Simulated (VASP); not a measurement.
# Ta3H in VASP: a series of runs, part 2 of 2

VASP 6.6.1.

## Step 3: Single point, LDA

The input, INCAR:

```
SYSTEM = Ta3H
PREC = Accurate ; ENCUT = 520
EDIFF = 1E-6 ; ISMEAR = 0
SIGMA = 0.1 ; LREAL = .FALSE.
LASPH = .TRUE. ; NELM = 80
ALGO = Normal ; ISIF = 2
LWAVE = .FALSE. ; LCHARG = .TRUE.
LDIPOL = .TRUE. ; IDIPOL = 3
DIPOL = 0.5 0.5 0.316 ; LELF = .TRUE.
LVHAR = .TRUE. ; LVACPOTAV = .TRUE.
NBANDS = 44
```

The input, KPOINTS:

```
regular mesh
0
G
  6 6 1
  0 0 0
```

The input, POSCAR:

```
Ta3H
1.0
    4.6002247492      0.0000000000      0.0000000000
   -2.3001123746      3.9839114959      0.0000000000
    0.0000000000      0.0000000000     22.4017722044
Ta H
6 2
Direct
    0.6666666667      0.3333333333      0.1785573018
    0.3333333333      0.6666666667      0.2204743848
    0.0000000000      0.0000000000      0.2623914678
    0.6666666667      0.3333333333      0.3016814391
    0.3333333333      0.6666666667      0.3385386112
    0.0000000000      0.0000000000      0.3750494438
    0.2334469093      0.6666666667      0.4237063085
    0.4332197574      0.6666666667      0.4237063085
```

Potentials or basis: VASP PAW LDA potentials, release 64 (Ta_pv, H).

Command:

```
cat potpaw_LDA.64/Ta_pv/POTCAR potpaw_LDA.64/H/POTCAR > POTCAR
mpirun -np 1 vasp_std > vasp.out
```

OUTCAR:

```text
SYSTEM = Ta3H
   PREC = Accurate
   ENCUT = 520
   EDIFF = 1E-6
   ISMEAR = 0
   LREAL = .FALSE.
   LASPH = .TRUE.
   NELM = 80
   ISIF = 2

 ion  position               nearest neighbor table
   1  0.667  0.333  0.179-   4 2.76   2 2.82   2 2.82   2 2.82   3 3.25   3 3.25   3 3.25
   2  0.333  0.667  0.220-   5 2.64   1 2.82   3 2.82   1 2.82   3 2.82   3 2.82   1 2.82   4 3.22
                             4 3.22   4 3.22
   3  0.000  0.000  0.262-   6 2.52   4 2.80   4 2.80   4 2.80   2 2.82   2 2.82   2 2.82   5 3.16
                             5 3.16   5 3.16   1 3.25   1 3.25   1 3.25
   4  0.667  0.333  0.302-   1 2.76   5 2.78   5 2.78   5 2.78   3 2.80   3 2.80   3 2.80   6 3.12
                             6 3.12   6 3.12   2 3.22   2 3.22   2 3.22
   5  0.333  0.667  0.339-   7 1.96   8 1.96   2 2.64   6 2.78   6 2.78   6 2.78   4 2.78   4 2.78
                             4 2.78   3 3.16   3 3.16   3 3.16
   6  0.000  0.000  0.375-   3 2.52   5 2.78   5 2.78   5 2.78   4 3.12   4 3.12   4 3.12
   7  0.233  0.667  0.424-   5 1.96
   8  0.433  0.667  0.424-   5 1.96

  LATTYP: Found a hexagonal cell.
 ALAT       =     4.6002247492
 C/A-ratio  =     4.8697125523

  Lattice vectors:

 A1 = (   4.6002247492,   0.0000000000,   0.0000000000)
 A2 = (  -2.3001123746,   3.9839114959,   0.0000000000)
 A3 = (   0.0000000000,   0.0000000000,  22.4017722044)

Analysis of symmetry for initial positions (statically):
=====================================================================
 Subroutine PRICEL returns:
 Original cell was already a primitive cell.

 Routine SETGRP: Setting up the symmetry group for a
 hexagonal supercell.

 Subroutine GETGRP returns: Found  2 space group operations
 (whereof  2 operations were pure point group operations)
 out of a pool of 24 trial point group operations.

The static configuration has the point symmetry C_1h.

Analysis of symmetry for dynamics (positions and initial velocities):
=====================================================================
 Subroutine PRICEL returns:
[... 140 lines left out ...]
 non-spin polarized calculation
 Gauss-broadening in eV      SIGMA  =   0.10
  energy-cutoff  :      520.00
  volume of cell :      410.55
 maximum number of plane-waves:     11105
 NGX is ok and might be reduce to    36
   NGX = 17   NGY = 17   NGZ = 83

 dipolmoment           0.000000      0.000000      0.094439 electrons x Angstroem

 number of electron      68.0000007 magnetization

 dipolmoment           0.000000      0.000000     -0.023585 electrons x Angstroem

 Free energy of the ion-electron system (eV)
  ---------------------------------------------------
  ext. energy  EPLUGINS =         0.00000000
  ---------------------------------------------------
  free energy    TOTEN  =       -76.85966863 eV

  energy without entropy =      -76.81969821  energy(sigma->0) =      -76.83968342

 E-fermi :  -0.9933     XC(G=0):  -4.4942

 val. band max:       -1.0116251363   @ k =  -0.3333   0.1667   0.0000
 cond. band min:      -0.9921646829   @ k =   0.0000   0.0000   0.0000
 fundamental gap:      0.0194604534
 Fermi energy:        -0.9932649667

 k-point     1 :       0.0000    0.0000    0.0000
  band No.  band energies     occupation
      1     -35.5430      2.00000
      2     -35.4438      2.00000
      3     -35.2562      2.00000
      4     -35.2523      2.00000
      5     -35.1191      2.00000
      6     -35.1158      2.00000
[... 600 lines left out ...]
     43       1.4707      0.00000
     44       1.5913      0.00000

------------------------ aborting loop because EDIFF is reached ----------------------------------------

  FORCE on cell =-STRESS in cart. coord.  units (eV):
  Direction    XX          YY          ZZ          XY          YZ          ZX
  --------------------------------------------------------------------------------------
  -------------------------------------------------------------------------------------
  Total       -3.1466412     -4.0509933     -1.0840902      0.0000000      0.0717173      0.0000000
  in kB      -12.2796700    -15.8088761     -4.2306284      0.0000000      0.2798747      0.0000000
  external PRESSURE =     -10.7730582 kB  Pullay stress =       0.0000000 kB

 VOLUME and BASIS-vectors are now :
 -----------------------------------------------------------------------------
  energy-cutoff  :      520.00
  volume of cell :      410.55
      direct lattice vectors                 reciprocal lattice vectors
     4.600224749  0.000000000  0.000000000     0.217380683  0.125504796  0.000000000
    -2.300112375  3.983911496  0.000000000     0.000000000  0.251009592  0.000000000
     0.000000000  0.000000000 22.401772204     0.000000000  0.000000000  0.044639325

 POSITION                                       TOTAL-FORCE (eV/Angst)
 -----------------------------------------------------------------------------------
      2.30011      1.32797      4.00000        -0.000000      0.045648      1.852978
     -0.00000      2.65594      4.93902        -0.000000     -0.004079     -1.114826
      0.00000      0.00000      5.87803        -0.000000      0.006153     -1.762657
      2.30011      1.32797      6.75820        -0.000000     -0.164103     -0.038066
     -0.00000      2.65594      7.58386        -0.000000      0.216863      1.007149
      0.00000      0.00000      8.40177        -0.000000     -0.267018      0.447164
     -0.45950      2.65594      9.49177        -0.811411      0.083268     -0.195871
      0.45950      2.65594      9.49177         0.811411      0.083268     -0.195871
 -----------------------------------------------------------------------------------
    total drift:                                0.000000      0.000027      0.002364

  FREE ENERGIE OF THE ION-ELECTRON SYSTEM (eV)
  ---------------------------------------------------
  free  energy   TOTEN  =       -76.8596686260 eV

  energy  without entropy=      -76.8196982062  energy(sigma->0) =      -76.83968342

 vacuum level on the upper side and lower side of the slab         2.488         2.725
```

Wall time 5.3 min (1 thread of Intel Xeon 6975P-C (Granite Rapids), shared host); peak memory 0.46 GiB.

What came out:

```yaml
Free_energy: -76.8597 eV
Largest_force: 1.854 eV/Å
Band_gap_on_the_k_mesh: zero (bands 34 and 35 overlap by 0.16 eV)
```

Forces on the atoms (eV/Å):
```
Ta   0.000  0.046  1.853
Ta   0.000 -0.004 -1.115
Ta   0.000  0.006 -1.763
Ta   0.000 -0.164 -0.038
Ta   0.000  0.217  1.007
Ta   0.000 -0.267  0.447
H   -0.811  0.083 -0.196
H    0.811  0.083 -0.196
```

Caveat: spin-orbit coupling is left out, which moves the levels of the heavy elements.

## Step 4: Single point, LDA

The input, INCAR:

```
ALGO = Normal
DIPOL = 0.5 0.5 0.323
EDIFF = 1E-7
ENCUT = 520
GGA = CA
IDIPOL = 3
ISIF = 2
ISMEAR = 0
LASPH = T
LCHARG = F
LDIPOL = T
LREAL = F
LWAVE = F
NBANDS = 44
NELM = 60
PREC = Accurate
SIGMA = 0.1
```

The input, KPOINTS:

```
k-points
0
Gamma
  6 6 1
```

Edit POSCAR of step 3 so:

```diff
@@ -14,3 +14,3 @@
     0.0000000000      0.0000000000      0.3750494438
-    0.2334469093      0.6666666667      0.4237063085
-    0.4332197574      0.6666666667      0.4237063085
+    0.2334469093      0.6666666667      0.4522754768
+    0.4332197574      0.6666666667      0.4522754768
```

Command:

```
cat potpaw_LDA.64/Ta_pv/POTCAR potpaw_LDA.64/H/POTCAR > POTCAR
mpirun -np 1 vasp_std > vasp.out
```

Run time: 4.8 min. Hardware: 1 thread of Intel Xeon 6975P-C (Granite Rapids), shared host; peak memory 0.46 GiB.

It converged, with:

```yaml
Free_energy: -76.2699 eV
Largest_force: 1.972 eV/Å
Band_gap_on_the_k_mesh: zero (bands 34 and 35 overlap by 0.06 eV)
```

Forces on the atoms (eV/Å):
```
Ta   0.000  0.029  1.972
Ta   0.000 -0.005 -0.612
Ta   0.000 -0.012 -1.829
Ta   0.000 -0.018  0.188
Ta   0.000  0.085  0.855
Ta   0.000 -0.095  0.024
H    1.630  0.008 -0.299
H   -1.630  0.008 -0.299
```

Levels at points of the mesh, in eV from the Fermi level:
| k point | band 30 | band 31 | band 32 | band 33 | band 34 | band 35 | band 36 | band 37 | band 38 | band 39 |
| --- | --- | --- | --- | --- | --- | --- | --- | --- | --- | --- |
| (0.00, 0.00, 0.00) | -1.08 | -1.03 | -1.01 | -0.41 | -0.38 | 0.14 | 0.18 | 0.19 | 1.05 | 2.07 |
| (0.50, 0.00, 0.00) | -1.48 | -1.01 | -0.91 | -0.33 | -0.27 | 0.02 | 0.53 | 0.87 | 1.07 | 1.20 |
| (0.00, 0.50, 0.00) | -1.46 | -1.02 | -0.91 | -0.34 | -0.25 | 0.14 | 0.55 | 0.80 | 1.05 | 1.19 |

Caveat: spin-orbit coupling is left out, which moves the levels of the heavy elements.

## Step 5: Single point, LDA

The input, INCAR:

```
SYSTEM = Ta3H
PREC = Accurate ; ENCUT = 520
EDIFF = 1E-6 ; ISMEAR = 0
SIGMA = 0.1 ; LREAL = .False.
LASPH = .True. ; NELM = 60
ALGO = Normal ; ISIF = 2
LWAVE = .False. ; LCHARG = .True.
LDIPOL = .True. ; IDIPOL = 3
DIPOL = 0.5 0.5 0.337 ; GGA = CA
LELF = .True. ; LVHAR = .True.
LVACPOTAV = .True. ; NBANDS = 44
```

The input, KPOINTS:

```
regular mesh
0
Gamma
  6 6 1
  0 0 0
```

Edit POSCAR of step 4 so:

```diff
@@ -14,3 +14,3 @@
     0.0000000000      0.0000000000      0.3750494438
-    0.2334469093      0.6666666667      0.4522754768
-    0.4332197574      0.6666666667      0.4522754768
+    0.2334469093      0.6666666667      0.5089674201
+    0.4332197574      0.6666666667      0.5089674201
```

Potentials or basis: VASP PAW LDA potentials, release 64 (Ta_pv, H).

Command:

```
cat potpaw_LDA.64/Ta_pv/POTCAR potpaw_LDA.64/H/POTCAR > POTCAR
mpirun -np 1 vasp_std > vasp.out
```

OUTCAR:

```text
SYSTEM = Ta3H
   PREC = Accurate
   ENCUT = 520
   EDIFF = 1E-6
   ISMEAR = 0
   LREAL = .False.
   LASPH = .True.
   NELM = 60
   ISIF = 2
   GGA = CA

 ion  position               nearest neighbor table
   1  0.667  0.333  0.179-   4 2.76   2 2.82   2 2.82   2 2.82   3 3.25   3 3.25   3 3.25
   2  0.333  0.667  0.220-   5 2.64   1 2.82   3 2.82   1 2.82   3 2.82   3 2.82   1 2.82   4 3.22
                             4 3.22   4 3.22
   3  0.000  0.000  0.262-   6 2.52   4 2.80   4 2.80   4 2.80   2 2.82   2 2.82   2 2.82   5 3.16
                             5 3.16   5 3.16   1 3.25   1 3.25   1 3.25
   4  0.667  0.333  0.302-   1 2.76   5 2.78   5 2.78   5 2.78   3 2.80   3 2.80   3 2.80   6 3.12
                             6 3.12   6 3.12   2 3.22   2 3.22   2 3.22
   5  0.333  0.667  0.339-   2 2.64   6 2.78   6 2.78   6 2.78   4 2.78   4 2.78   4 2.78   3 3.16
                             3 3.16   3 3.16
   6  0.000  0.000  0.375-   3 2.52   5 2.78   5 2.78   5 2.78   4 3.12   4 3.12   4 3.12
   7  0.233  0.667  0.509-
   8  0.433  0.667  0.509-

  LATTYP: Found a hexagonal cell.
[... 195 lines left out ...]
 k-point     1 :       0.0000    0.0000    0.0000
  band No.  band energies     occupation
      1     -35.6207      2.00000
      2     -35.5366      2.00000
      3     -35.2906      2.00000
      4     -35.2899      2.00000
      5     -35.1628      2.00000
      6     -35.1626      2.00000
[... 600 lines left out ...]
     43       0.8844      0.00000
     44       1.4648      0.00000

------------------------ aborting loop because EDIFF is reached ----------------------------------------

  FORCE on cell =-STRESS in cart. coord.  units (eV):
  Direction    XX          YY          ZZ          XY          YZ          ZX
  --------------------------------------------------------------------------------------
  -------------------------------------------------------------------------------------
  Total       -8.0524034     -5.2439975     -3.3518699      0.0000000     -0.0486817      0.0000000
  in kB      -31.4242553    -20.4645382    -13.0805687      0.0000000     -0.1899789      0.0000000
  external PRESSURE =     -21.6564541 kB  Pullay stress =       0.0000000 kB

 VOLUME and BASIS-vectors are now :
 -----------------------------------------------------------------------------
  energy-cutoff  :      520.00
  volume of cell :      410.55
      direct lattice vectors                 reciprocal lattice vectors
     4.600224749  0.000000000  0.000000000     0.217380683  0.125504796  0.000000000
    -2.300112375  3.983911496  0.000000000     0.000000000  0.251009592  0.000000000
     0.000000000  0.000000000 22.401772204     0.000000000  0.000000000  0.044639325

 POSITION                                       TOTAL-FORCE (eV/Angst)
 -----------------------------------------------------------------------------------
      2.30011      1.32797      4.00000         0.000000      0.003714      2.054403
     -0.00000      2.65594      4.93902         0.000000      0.000972     -0.259513
      0.00000      0.00000      5.87803        -0.000000     -0.003226     -2.013610
      2.30011      1.32797      6.75820         0.000000      0.002227      0.076397
     -0.00000      2.65594      7.58386         0.000000      0.007211      0.048992
      0.00000      0.00000      8.40177         0.000000     -0.001706      0.116950
     -0.45950      2.65594     11.40177         3.034628     -0.004596     -0.011810
      0.45950      2.65594     11.40177        -3.034628     -0.004596     -0.011810
 -----------------------------------------------------------------------------------
    total drift:                               -0.000000      0.000009      0.000542

  FREE ENERGIE OF THE ION-ELECTRON SYSTEM (eV)
  ---------------------------------------------------
  free  energy   TOTEN  =       -76.1098111087 eV

  energy  without entropy=      -76.0887279505  energy(sigma->0) =      -76.09926953

 vacuum level on the upper side and lower side of the slab         2.670         2.597
```

OSZICAR:

```text
N       E                     dE             d eps       ncg     rms          rms(c)
DAV:   1     0.492388600610E+03    0.49239E+03   -0.36958E+04  1496   0.129E+03
DAV:   2    -0.539929215032E+02   -0.54638E+03   -0.53087E+03  1364   0.327E+02
DAV:   3    -0.824730136077E+02   -0.28480E+02   -0.27429E+02  1368   0.642E+01
[... 22 lines left out ...]
DAV:  26    -0.761098015604E+02   -0.95183E-05   -0.84965E-07   896   0.627E-03    0.898E-04
DAV:  27    -0.761098065193E+02   -0.49589E-05   -0.77947E-07   940   0.312E-03    0.105E-03
DAV:  28    -0.761098094188E+02   -0.28995E-05   -0.27297E-07   880   0.266E-03    0.477E-04
DAV:  29    -0.761098105829E+02   -0.11641E-05   -0.13698E-07   856   0.160E-03    0.413E-04
DAV:  30    -0.761098111087E+02   -0.52581E-06   -0.51423E-08   776   0.717E-04
   1 F= -.76109811E+02 E0= -.76099270E+02  d E =-.210832E-01
```

stdout:

```text
POSCAR found type information on POSCAR TaH
 POSCAR found :  2 types and       8 ions
 scaLAPACK will be used
 LDA part: xc-table for (Slater(with rela. corr.)+CA(PZ))
 , standard interpolation
 POSCAR, INCAR and KPOINTS ok, starting setup
 FFT: planning ... GRIDC
 FFT: planning ... GRID_SOFT
 FFT: planning ... GRID
 WAVECAR not read
 entering main loop
 -----------------------------------------------------------------------------
|                                                                             |
|           W    W    AA    RRRRR   N    N  II  N    N   GGGG   !!!           |
|           W    W   A  A   R    R  NN   N  II  NN   N  G    G  !!!           |
|           W    W  A    A  R    R  N N  N  II  N N  N  G       !!!           |
|           W WW W  AAAAAA  RRRRR   N  N N  II  N  N N  G  GGG   !            |
|           WW  WW  A    A  R   R   N   NN  II  N   NN  G    G                |
|           W    W  A    A  R    R  N    N  II  N    N   GGGG   !!!           |
|                                                                             |
|     Did not find any points to average over, which means that no vacuum     |
|     field-free region was found. Please increase the size of  your cell     |
|     in the dimension of the dipole correction to obtain accurate            |
|     workfunction values.                                                    |
|                                                                             |
 -----------------------------------------------------------------------------
```

It took 4.8 min on 1 thread of Intel Xeon 6975P-C (Granite Rapids), shared host; peak memory 0.48 GiB.

Results:

```yaml
Free_energy: -76.1098 eV
Largest_force: 3.035 eV/Å
```

Forces in eV/Å, atoms in the order of the input:
```
Ta   0.000  0.004  2.054
Ta   0.000  0.001 -0.260
Ta   0.000 -0.003 -2.014
Ta   0.000  0.002  0.076
Ta   0.000  0.007  0.049
Ta   0.000 -0.002  0.117
H    3.035 -0.005 -0.012
H   -3.035 -0.005 -0.012
```

Levels at points of the mesh, in eV from the Fermi level:
| k point | band 30 | band 31 | band 32 | band 33 | band 34 | band 35 | band 36 | band 37 | band 38 | band 39 |
| --- | --- | --- | --- | --- | --- | --- | --- | --- | --- | --- |
| (0.00, 0.00, 0.00) | -1.12 | -0.93 | -0.93 | -0.32 | -0.32 | 0.16 | 0.26 | 0.26 | 0.26 | 2.45 |
| (0.50, 0.00, 0.00) | -1.43 | -1.00 | -0.96 | -0.50 | -0.27 | 0.18 | 0.32 | 0.97 | 1.19 | 1.26 |
| (0.00, 0.50, 0.00) | -1.43 | -1.00 | -0.96 | -0.49 | -0.27 | 0.22 | 0.32 | 0.99 | 1.19 | 1.26 |

Caveat: spin-orbit coupling is left out, which moves the levels of the heavy elements.

## Step 6: Overview

```csv
cell,gap on the mesh (eV),largest force (eV/Å)
"as given, atomic positions A",-,5.58
"as given, atomic positions B",none,1.85
"as given, atomic positions C",none,1.97
"as given, atomic positions D",-,3.03
```

Alike in all rows: task single point; level LDA; potentials or basis VASP PAW LDA potentials, release 64 (Ta_pv, H); no spin polarisation; k mesh 6 × 6 × 1; cutoff (eV) 520; smearing gaussian 0.1 eV.

Caveats: spin-orbit coupling is left out, which moves the levels of the heavy elements.

Total energies depend on the potentials used, so only differences within one code and one set of settings carry meaning.
